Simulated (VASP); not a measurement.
# HfRu3 (Pm-3m) in VASP: notebook

HfRu3 is run at these levels: PBEsol; tasks: single point.

Everything below comes from runs of VASP 6.6.1. Logs are shortened: lines on timing, memory, paths and dates and some standing lists are left out, and cuts for length are marked.

## (1) The cell of the first run

It takes space group Pm-3m (No. 221, cubic). The conventional cell has a = 3.850 Å, b = 3.850 Å, c = 3.850 Å, α = 90.00°, β = 90.00°, γ = 90.00°. Within 3.6 Å of Hf (site symmetry m-3m) lie 12 Ru at 2.72 Å. Ru (site symmetry 4/mmm) has 4 Hf at 2.72 Å and 8 Ru at 2.72 Å within 3.6 Å.

## (2) Single point, PBEsol (14.27 Å³/atom)

INCAR

```
ALGO = Normal
EDIFF = 1E-7
ENCUT = 520
GGA = PS
ISIF = 2
ISMEAR = 0
LASPH = True
LCHARG = False
LREAL = False
LWAVE = False
NBANDS = 34
NELM = 80
PREC = Accurate
SIGMA = 0.05
```

KPOINTS

```
k-points
0
Gamma
  8 8 8
```

POSCAR

```
HfRu3
1.0
    3.8502215604      0.0000000000      0.0000000000
    0.0000000000      3.8502215604      0.0000000000
    0.0000000000      0.0000000000      3.8502215604
Hf Ru
1 3
Direct
    0.0000000000      0.0000000000      0.0000000000
    0.0000000000      0.5000000000      0.5000000000
    0.5000000000      0.5000000000      0.0000000000
    0.5000000000      0.0000000000      0.5000000000
```

Potentials or basis: VASP PAW PBE potentials, release 64 (Hf_pv, Ru_pv).

Command:

```console
cat potpaw_PBE.64/Hf_pv/POTCAR potpaw_PBE.64/Ru_pv/POTCAR > POTCAR
mpirun -np 1 vasp_std > vasp.out
```

OUTCAR:

```text
EDIFF = 1E-7
   ENCUT = 520
   GGA = PS
   ISIF = 2
   ISMEAR = 0
   LASPH = True
   LREAL = False
   NELM = 80
   PREC = Accurate

 ion  position               nearest neighbor table
   1  0.000  0.000  0.000-   2 2.72   3 2.72   4 2.72   2 2.72   4 2.72   2 2.72   3 2.72   2 2.72
                             3 2.72   4 2.72   4 2.72   3 2.72
   2  0.000  0.500  0.500-   1 2.72   3 2.72   4 2.72   1 2.72   3 2.72   1 2.72   4 2.72   1 2.72
                             3 2.72   4 2.72   3 2.72   4 2.72
   3  0.500  0.500  0.000-   1 2.72   2 2.72   4 2.72   2 2.72   4 2.72   1 2.72   4 2.72   4 2.72
                             1 2.72   2 2.72   2 2.72   1 2.72
   4  0.500  0.000  0.500-   1 2.72   2 2.72   3 2.72   1 2.72   3 2.72   2 2.72   3 2.72   3 2.72
                             1 2.72   2 2.72   1 2.72   2 2.72

  LATTYP: Found a simple cubic cell.
 ALAT       =     3.8502215604

  Lattice vectors:

 A1 = (   3.8502215604,   0.0000000000,   0.0000000000)
 A2 = (   0.0000000000,   3.8502215604,   0.0000000000)
 A3 = (   0.0000000000,   0.0000000000,   3.8502215604)

Analysis of symmetry for initial positions (statically):
=====================================================================
 Subroutine PRICEL returns:
 Original cell was already a primitive cell.

 Routine SETGRP: Setting up the symmetry group for a
 simple cubic supercell.

 Subroutine GETGRP returns: Found 48 space group operations
 (whereof 48 operations were pure point group operations)
 out of a pool of 48 trial point group operations.

The static configuration has the point symmetry O_h .

Analysis of symmetry for dynamics (positions and initial velocities):
=====================================================================
 Subroutine PRICEL returns:
 Original cell was already a primitive cell.

 Routine SETGRP: Setting up the symmetry group for a
 simple cubic supercell.

 Subroutine GETGRP returns: Found 48 space group operations
 (whereof 48 operations were pure point group operations)
 out of a pool of 48 trial point group operations.

The dynamic configuration has the point symmetry O_h .

 Subroutine INISYM returns: Found 48 space group operations
 (whereof 48 operations are pure point group operations),
 and found     1 'primitive' translations

----------------------------------------------------------------------------------------

                                     Primitive cell

  volume of cell :      57.0765

  direct lattice vectors                    reciprocal lattice vectors
     3.850221560  0.000000000  0.000000000     0.259725313  0.000000000  0.000000000
     0.000000000  3.850221560  0.000000000     0.000000000  0.259725313  0.000000000
     0.000000000  0.000000000  3.850221560     0.000000000  0.000000000  0.259725313

  length of vectors
     3.850221560  3.850221560  3.850221560     0.259725313  0.259725313  0.259725313

  position of ions in fractional coordinates (direct lattice)
     0.000000000  0.000000000  0.000000000
     0.000000000  0.500000000  0.500000000
     0.500000000  0.500000000  0.000000000
     0.500000000  0.000000000  0.500000000

  ion indices of the primitive-cell ions
   primitive index   ion index
                 1           1
                 2           2
                 3           3
                 4           4

----------------------------------------------------------------------------------------

 KPOINTS: k-points

Automatic generation of k-mesh.
 Grid dimensions read from file:
 generate k-points for:    8    8    8

 Generating k-lattice:

  Cartesian coordinates                     Fractional coordinates (reciprocal lattice)
     0.032465664  0.000000000  0.000000000     0.125000000  0.000000000  0.000000000
     0.000000000  0.032465664  0.000000000     0.000000000  0.125000000  0.000000000
     0.000000000  0.000000000  0.032465664     0.000000000  0.000000000  0.125000000

  Length of vectors
     0.032465664  0.032465664  0.032465664

  Shift w.r.t. Gamma in fractional coordinates (k-lattice)
     0.000000000  0.000000000  0.000000000

 Subroutine IBZKPT returns following result:
 ===========================================

 Found     35 irreducible k-points:

 Following reciprocal coordinates:
            Coordinates               Weight
  0.000000  0.000000  0.000000      1.000000
  0.125000  0.000000  0.000000      6.000000
  0.250000  0.000000  0.000000      6.000000
  0.375000  0.000000  0.000000      6.000000
  0.500000  0.000000  0.000000      3.000000
  0.125000  0.125000  0.000000     12.000000
[... 16 lines left out ...]
  0.375000  0.375000  0.125000     24.000000
  0.500000  0.375000  0.125000     24.000000
 [... further k-points ...]
   k-points           NKPTS =     35   k-points in BZ     NKDIM =     35   number of bands    NBANDS=     34
   number of dos      NEDOS =    301   number of ions     NIONS =      4
   total plane-waves  NPLWV =  27000
   dimension x,y,z NGX =    30 NGY =   30 NGZ =   30
   dimension x,y,z NGXF=    60 NGYF=   60 NGZF=   60
   ions per type =               1   3
   NGX,Y,Z   is equivalent  to a cutoff of  12.95, 12.95, 12.95 a.u.
   NGXF,Y,Z  is equivalent  to a cutoff of  25.91, 25.91, 25.91 a.u.
 SYSTEM =  unknown system
   PREC   = accura    normal or accurate (medium, high low for compatibility)
   ISTART =      0    job   : 0-new  1-cont  2-samecut
   ICHARG =      2    charge: 1-file 2-atom 10-const
   ISPIN  =      1    spin polarized calculation?
   LNONCOLLINEAR =      F non collinear calculations
   LSORBIT =      F    spin-orbit coupling
   LASPH  =      T    aspherical Exc in radial PAW
   ENCUT  =  520.0 eV  38.22 Ry    6.18 a.u.   7.16  7.16  7.16*2*pi/ulx,y,z
   NELM   =     80;   NELMIN=  2; NELMDL= -5     # of ELM steps
   EDIFF  = 0.1E-06   stopping-criterion for ELM
   LREAL  =      F    real-space projection
   EDIFFG = 0.1E-05   stopping-criterion for IOM
   NSW    =      0    number of steps for IOM
   IBRION =     -1    ionic relax: 0-MD 1-quasi-New 2-CG
   NFREE  =      0    steps in history (QN), initial steepest desc. (CG)
   ISIF   =      2    stress and relaxation
   ISYM   =      2    0-nonsym 1-usesym 2-fastsym
   POTIM  = 0.5000    time-step for ionic-motion
   TEBEG  =    0.0;   TEEND  =   0.0 temperature during run
   PSTRESS=    0.0 pullay stress
   NELECT =      52.0000    total number of electrons
   NUPDOWN=      -1.0000    fix difference up-down
   EMIN   =  10.00;   EMAX   =-10.00  energy-range for DOS
   EFERMI =   0.00;   METHOD = LEGACY
   ISMEAR =     0;   SIGMA  =   0.05  broadening in eV -4-tet -1-fermi 0-gaus
   EFERMI_NEDOS =   21; number of points for ismear=-14 and -15
   IALGO  =     38    algorithm
   IMIX   =      4    mixing-type and parameters
     AMIX     =   0.40;   BMIX     =  1.00
     AMIX_MAG =   1.60;   BMIX_MAG =  1.00
  volume/ion in A,a.u.               =      14.27        96.29
  Fermi-wavevector in a.u.,A,eV,Ry     =   1.587049  2.999087 34.269310  2.518723
  Thomas-Fermi vector in A             =   2.686266
   LORBIT       =      0    0 simple, 1 ext, 2 COOP (PROOUT), +10 PAW based schemes
   GGA     = PS    functional components
   LHFCALC =     F    Hartree Fock is set to
   AEXX    =    0.0000 exact exchange contribution
   IVDW    =     0    specifies the selected vdW correction
   LEPSILON=     F    determine dielectric tensor
   LRPA    =     F    only Hartree local field effects (RPA)
 non-spin polarized calculation
 Gauss-broadening in eV      SIGMA  =   0.05
  energy-cutoff  :      520.00
  volume of cell :       57.08
 maximum number of plane-waves:      1568
 NGX is ok and might be reduce to    30
   NGX = 15   NGY = 15   NGZ = 15

 number of electron      52.0000031 magnetization

 Free energy of the ion-electron system (eV)
  ---------------------------------------------------
  ext. energy  EPLUGINS =         0.00000000
  ---------------------------------------------------
  free energy    TOTEN  =       -41.66277224 eV

  energy without entropy =      -41.65411895  energy(sigma->0) =      -41.65844560

 E-fermi :  10.6438     XC(G=0): -13.8677

 val. band max:       10.6429584096   @ k =   0.2500   0.1250   0.1250
 cond. band min:      10.6447069594   @ k =   0.3750   0.1250   0.0000
 fundamental gap:      0.0017485497
 Fermi energy:        10.6437917110

 k-point     1 :       0.0000    0.0000    0.0000
  band No.  band energies     occupation
      1     -31.9361      2.00000
      2     -31.9361      2.00000
      3     -31.9361      2.00000
      4     -31.5093      2.00000
      5     -31.5093      2.00000
      6     -31.5093      2.00000
[... 26 lines left out ...]
     33      15.9970      0.00000
     34      17.8206      0.00000

 k-point     2 :       0.1250    0.0000    0.0000
  band No.  band energies     occupation
      1     -31.9221      2.00000
      2     -31.9221      2.00000
      3     -31.9133      2.00000
      4     -31.5139      2.00000
      5     -31.5139      2.00000
      6     -31.5112      2.00000
[... 26 lines left out ...]
     33      16.0304      0.00000
     34      17.7729      0.00000

 k-point     3 :       0.2500    0.0000    0.0000
  band No.  band energies     occupation
      1     -31.8844      2.00000
      2     -31.8844      2.00000
      3     -31.8478      2.00000
      4     -31.5297      2.00000
      5     -31.5297      2.00000
      6     -31.5157      2.00000
[... 26 lines left out ...]
     33      15.4711      0.00000
     34      17.6740      0.00000
[... 704 lines left out ...]
 k-point    23 :       0.3750    0.3750    0.1250
  band No.  band energies     occupation
      1     -31.9496      2.00000
      2     -31.8051      2.00000
      3     -31.6880      2.00000
      4     -31.6827      2.00000
      5     -31.5936      2.00000
      6     -31.4970      2.00000
[... 26 lines left out ...]
     33      14.9549      0.00000
     34      15.9251      0.00000

 k-point    24 :       0.5000    0.3750    0.1250
  band No.  band energies     occupation
      1     -31.9500      2.00000
      2     -31.8295      2.00000
      3     -31.6861      2.00000
      4     -31.6802      2.00000
      5     -31.5923      2.00000
      6     -31.4673      2.00000
[... 26 lines left out ...]
     33      14.9056      0.00000
     34      15.3775      0.00000

 [... further k-points ...]

------------------------ aborting loop because EDIFF is reached ----------------------------------------

  FORCE on cell =-STRESS in cart. coord.  units (eV):
  Direction    XX          YY          ZZ          XY          YZ          ZX
  --------------------------------------------------------------------------------------
  -------------------------------------------------------------------------------------
  Total        3.7577909      3.7577909      3.7577909     -0.0000000      0.0000000      0.0000000
  in kB      105.4838647    105.4838647    105.4838647     -0.0000000      0.0000000      0.0000000
  external PRESSURE =     105.4838647 kB  Pullay stress =       0.0000000 kB

 VOLUME and BASIS-vectors are now :
 -----------------------------------------------------------------------------
  energy-cutoff  :      520.00
  volume of cell :       57.08
      direct lattice vectors                 reciprocal lattice vectors
     3.850221560  0.000000000  0.000000000     0.259725313  0.000000000  0.000000000
     0.000000000  3.850221560  0.000000000     0.000000000  0.259725313  0.000000000
     0.000000000  0.000000000  3.850221560     0.000000000  0.000000000  0.259725313

 POSITION                                       TOTAL-FORCE (eV/Angst)
 -----------------------------------------------------------------------------------
      0.00000      0.00000      0.00000         0.000000      0.000000      0.000000
      0.00000      1.92511      1.92511         0.000000      0.000000      0.000000
      1.92511      1.92511      0.00000         0.000000      0.000000      0.000000
      1.92511      0.00000      1.92511         0.000000      0.000000      0.000000
 -----------------------------------------------------------------------------------
    total drift:                                0.000000      0.000000     -0.000000

  FREE ENERGIE OF THE ION-ELECTRON SYSTEM (eV)
  ---------------------------------------------------
  free  energy   TOTEN  =       -41.6627722381 eV

  energy  without entropy=      -41.6541189527  energy(sigma->0) =      -41.65844560
```

Wall time 73 s (1 thread of AMD EPYC 7R43 (Zen 3), shared host); peak memory 0.17 GiB.

What came out:

```yaml
Free_energy: -41.6628 eV
Pressure: 10.5 GPa
Band_gap_on_the_k_mesh: zero (bands 26 and 27 overlap by 3.44 eV)
```

Levels at points of the mesh, in eV from the Fermi level:
```
           k point  band 23  band 24  band 25  band 26  band 27  band 28  band 29  band 30
(0.00, 0.00, 0.00)     0.68     0.68     1.95     2.51     2.51     2.51     4.25     4.25
(0.50, 0.00, 0.00)    -0.97    -0.70    -0.29    -0.29    -0.26     1.02     2.51     2.51
(0.50, 0.50, 0.00)    -2.35    -1.21    -0.95    -0.86    -0.86     0.02     0.09     3.33
(0.50, 0.50, 0.50)    -1.03    -1.03     1.03     1.87     1.87     1.87     2.01     2.01
```

Caveat: the cell stands under pressure; the PAW data sets were made with another functional, which shifts forces and pressure a little; spin-orbit coupling is left out, which moves the levels of the heavy elements.

## (3) Single point, PBEsol (14.57 Å³/atom)

This run uses another cell than the first one, of 14.57 Å³/atom.

INCAR

```
ALGO     = Normal         # electronic algorithm
EDIFF    = 1E-7           # SCF threshold, eV
ENCUT    = 520            # plane-wave cutoff, eV
GGA      = PS             # functional
ISIF     = 2              # what is computed and relaxed
ISMEAR   = 0              # smearing method
LASPH    = T              # aspherical terms in the spheres
LCHARG   = F              # write CHGCAR
LREAL    = F              # projectors in reciprocal space
LWAVE    = F              # write WAVECAR
NBANDS   = 34             # bands
NELM     = 100            # most SCF steps
PREC     = Accurate       # precision mode
SIGMA    = 0.05           # smearing width, eV
```

KPOINTS is that of step 2.

POSCAR

```
HfRu3
1.0
    3.8767756516      0.0000000000      0.0000000000
    0.0000000000      3.8767756516      0.0000000000
    0.0000000000      0.0000000000      3.8767756516
Hf Ru
1 3
Direct
    0.0000000000      0.0000000000      0.0000000000
    0.0000000000      0.5000000000      0.5000000000
    0.5000000000      0.5000000000      0.0000000000
    0.5000000000      0.0000000000      0.5000000000
```

Potentials or basis: VASP PAW PBE potentials, release 64 (Hf_pv, Ru_pv).

Command:

```console
cat potpaw_PBE.64/Hf_pv/POTCAR potpaw_PBE.64/Ru_pv/POTCAR > POTCAR
mpirun -np 1 vasp_std > vasp.out
```

Run time: 71 s. Hardware: 1 thread of AMD EPYC 7R43 (Zen 3), shared host; peak memory 0.17 GiB.

It converged, with:

```
Free energy            : -41.7192 eV
Pressure               : 4.5 GPa
Band gap on the k mesh : zero (bands 26 and 27 overlap by 3.34 eV)
```

Levels at points of the mesh, in eV from the Fermi level:
| k point | band 23 | band 24 | band 25 | band 26 | band 27 | band 28 | band 29 | band 30 |
| --- | --- | --- | --- | --- | --- | --- | --- | --- |
| (0.00, 0.00, 0.00) | 0.66 | 0.66 | 1.89 | 2.43 | 2.43 | 2.43 | 4.14 | 4.14 |
| (0.50, 0.00, 0.00) | -0.97 | -0.68 | -0.29 | -0.29 | -0.25 | 0.99 | 2.43 | 2.48 |
| (0.50, 0.50, 0.00) | -2.27 | -1.17 | -0.91 | -0.83 | -0.83 | 0.03 | 0.09 | 3.28 |
| (0.50, 0.50, 0.50) | -0.99 | -0.99 | 1.01 | 1.79 | 1.79 | 1.79 | 1.94 | 1.94 |

Caveat: the cell stands under pressure; the PAW data sets were made with another functional, which shifts forces and pressure a little; spin-orbit coupling is left out, which moves the levels of the heavy elements.

## (4) Single point, PBEsol (15.16 Å³/atom)

This run uses another cell than the first one, of 15.16 Å³/atom.

INCAR

```
SYSTEM = HfRu3
PREC = Accurate ; ENCUT = 520
EDIFF = 1E-6 ; ISMEAR = 0
SIGMA = 0.05 ; LREAL = .False.
LASPH = .True. ; NELM = 100
ALGO = Normal ; ISIF = 2
LWAVE = .False. ; LCHARG = .True.
GGA = PS ; LELF = .True.
LVHAR = .True. ; NBANDS = 34
```

KPOINTS

```
regular mesh
0
Gamma
  8 8 8
  0 0 0
```

POSCAR

```
HfRu3
1.0
    3.9288191188      0.0000000000      0.0000000000
    0.0000000000      3.9288191188      0.0000000000
    0.0000000000      0.0000000000      3.9288191188
Hf Ru
1 3
Direct
    0.0000000000      0.0000000000      0.0000000000
    0.0000000000      0.5000000000      0.5000000000
    0.5000000000      0.5000000000      0.0000000000
    0.5000000000      0.0000000000      0.5000000000
```

Command:

```console
cat potpaw_PBE.64/Hf_pv/POTCAR potpaw_PBE.64/Ru_pv/POTCAR > POTCAR
mpirun -np 1 vasp_std > vasp.out
```

It took 62 s on 1 thread of AMD EPYC 7R43 (Zen 3), shared host; peak memory 0.17 GiB.

Results (log left out):

| Quantity | Value |
| --- | --- |
| Free energy | -41.7096 eV |
| Pressure | -5.7 GPa |
| Band gap on the k mesh | zero (bands 26 and 27 overlap by 3.13 eV) |

Levels at points of the mesh, in eV from the Fermi level:
| k point | band 23 | band 24 | band 25 | band 26 | band 27 | band 28 | band 29 | band 30 |
| --- | --- | --- | --- | --- | --- | --- | --- | --- |
| (0.00, 0.00, 0.00) | 0.62 | 0.62 | 1.77 | 2.28 | 2.28 | 2.28 | 3.94 | 3.94 |
| (0.50, 0.00, 0.00) | -0.95 | -0.64 | -0.27 | -0.27 | -0.22 | 0.93 | 2.28 | 2.40 |
| (0.50, 0.50, 0.00) | -2.13 | -1.08 | -0.85 | -0.77 | -0.77 | 0.03 | 0.10 | 3.18 |
| (0.50, 0.50, 0.50) | -0.92 | -0.92 | 0.99 | 1.65 | 1.65 | 1.65 | 1.82 | 1.82 |

Caveat: the cell stands under tension; the PAW data sets were made with another functional, which shifts forces and pressure a little; spin-orbit coupling is left out, which moves the levels of the heavy elements.

## (5) Single point, PBEsol (15.46 Å³/atom)

This run uses another cell than the first one, of 15.46 Å³/atom.

INCAR

```
ALGO = Normal ; EDIFF = 1E-6
ENCUT = 520 ; GGA = PS
ISIF = 2 ; ISMEAR = 0
LASPH = True ; LCHARG = False
LREAL = False ; LWAVE = False
NBANDS = 34 ; NELM = 80
PREC = Accurate ; SIGMA = 0.05
```

KPOINTS

```
k-points
0
Gamma
  8 8 8
```

POSCAR

```
HfRu3
1.0
    3.9543316462      0.0000000000      0.0000000000
    0.0000000000      3.9543316462      0.0000000000
    0.0000000000      0.0000000000      3.9543316462
Hf Ru
1 3
Direct
    0.0000000000      0.0000000000      0.0000000000
    0.0000000000      0.5000000000      0.5000000000
    0.5000000000      0.5000000000      0.0000000000
    0.5000000000      0.0000000000      0.5000000000
```

Command:

```console
cat potpaw_PBE.64/Hf_pv/POTCAR potpaw_PBE.64/Ru_pv/POTCAR > POTCAR
mpirun -np 1 vasp_std > vasp.out
```

Wall time 57 s (1 thread of AMD EPYC 7R43 (Zen 3), shared host); peak memory 0.17 GiB.

The run converged. Its results:

| Quantity | Value |
| --- | --- |
| Free energy | -41.6518 eV |
| Pressure | -10.1 GPa |
| Band gap on the k mesh | zero (bands 26 and 27 overlap by 3.03 eV) |

Levels at points of the mesh, in eV from the Fermi level:
```csv
k point,band 22,band 23,band 24,band 25,band 26,band 27,band 28,band 29,band 30,band 31
"(0.00, 0.00, 0.00)",-1.36,0.60,0.60,1.72,2.21,2.21,2.21,3.84,3.84,3.84
"(0.50, 0.00, 0.00)",-2.16,-0.94,-0.62,-0.26,-0.26,-0.21,0.90,2.21,2.37,2.37
"(0.50, 0.50, 0.00)",-2.19,-2.06,-1.04,-0.82,-0.75,-0.75,0.03,0.10,3.13,3.13
"(0.50, 0.50, 0.50)",-1.44,-0.89,-0.89,0.98,1.59,1.59,1.59,1.77,1.77,1.77
```

Caveat: the cell stands under tension; the PAW data sets were made with another functional, which shifts forces and pressure a little; spin-orbit coupling is left out, which moves the levels of the heavy elements.

## (6) Overview

| cell | gap on the mesh (eV) | pressure (GPa) |
| --- | --- | --- |
| a = 3.850 Å, 4 atoms | none | 10.5 |
| a = 3.877 Å, 4 atoms | none | 4.5 |
| a = 3.929 Å, 4 atoms | none | -5.7 |
| a = 3.954 Å, 4 atoms | none | -10.1 |

Alike in all rows: task single point; level PBEsol; potentials or basis VASP PAW PBE potentials, release 64 (Hf_pv, Ru_pv); no spin polarisation; k mesh 8 × 8 × 8; cutoff (eV) 520; smearing gaussian 0.05 eV.

Caveats: the PAW data sets were made with another functional, which shifts forces and pressure a little; spin-orbit coupling is left out, which moves the levels of the heavy elements; the cell stands under pressure (at least some runs); the cell stands under tension (at least some runs).

Absolute energies hang on the potentials; compare differences alone.
